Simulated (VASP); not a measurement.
A run of VASP 6.6.1:

The input INCAR:

```
  PREC = Accurate
  ENCUT = 520
  EDIFF = 1E-6
  ISMEAR = 0
  SIGMA = 0.1
  LREAL = False
  LASPH = True
  NELM = 100
  ALGO = Normal
  ISIF = 2
  LWAVE = False
  LCHARG = True
  GGA = PE
  LELF = True
  LVHAR = True
  NBANDS = 32
```

Contents of KPOINTS:

```
regular mesh
0
Gamma
  8 8 4
```

The input POSCAR:

```
CsBr2
1.0
    4.6950444456      0.0000000000      0.0000000000
    0.0000000000      4.6950444456      0.0000000000
    0.0000000000      0.0000000000     11.3407758975
Cs Br
2 4
Direct
    0.0000000000      0.5000000000      0.7160733169
    0.5000000000      0.0000000000      0.2839266831
    0.0000000000      0.0000000000      0.0000000000
    0.5000000000      0.5000000000      0.0000000000
    0.0000000000      0.5000000000      0.3895526116
    0.5000000000      0.0000000000      0.6104473884
```

Potentials or basis: VASP PAW PBE potentials, release 64 (Cs_sv, Br).

The run is started by

```console
$ cat potpaw_PBE.64/Cs_sv/POTCAR potpaw_PBE.64/Br/POTCAR > POTCAR
$ mpirun -np 1 vasp_std > vasp.out
```

Hardware: 1 thread of Intel(R) Xeon(R) Platinum 8175M CPU @ 2.50GHz (Skylake/Cascade Lake) (shared host).

Task: How long does it take, and how much memory?

Result: It took 7.1 min on 1 thread of Intel(R) Xeon(R) Platinum 8175M CPU @ 2.50GHz (Skylake/Cascade Lake), on a shared host, peak memory 0.51 GiB. Counts: scf iterations 18, k points 45.
